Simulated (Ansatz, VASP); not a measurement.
# SnMo in VASP and in Ansatz

```
CELL_PARAMETERS angstrom
0.00000 3.07920 3.07920
3.07920 0.00000 3.07920
3.07920 3.07920 0.00000
ATOMIC_POSITIONS crystal
Sn 0.75000 0.75000 0.75000
Mo 0.00000 0.00000 0.00000
```

Change from the starting cell: species swapped into the BeTe type (F-43m, No. 216).

Alike in both runs: functional PBE; k mesh 6 × 6 × 6; occupations gaussian, width 0.1 eV; no spin polarisation.

Ansatz relaxed the structure, and its values are those at the end. VASP's run is a single point on that final structure, the one shown.

|  | VASP | Ansatz |
| --- | --- | --- |
| version | VASP 6.6.1 | Ansatz 0.2.0 |
| potentials or method | VASP PAW PBE potentials, release 64 (Sn_d, Mo_sv), cutoff 520 eV | scalar-relativistic, plane waves, PAW |
| valence electrons in the cell | 28 | 28 |

Ansatz gave:

```
gap on the k mesh at the Fermi level (eV) : none
pressure (GPa)                            : 0.2
```

Problem. Which values does VASP return?

Solution. gap on the k mesh at the Fermi level (eV): none; pressure (GPa): 0.3.

A gap of «none» marks a metal or a gap that the smearing closes.
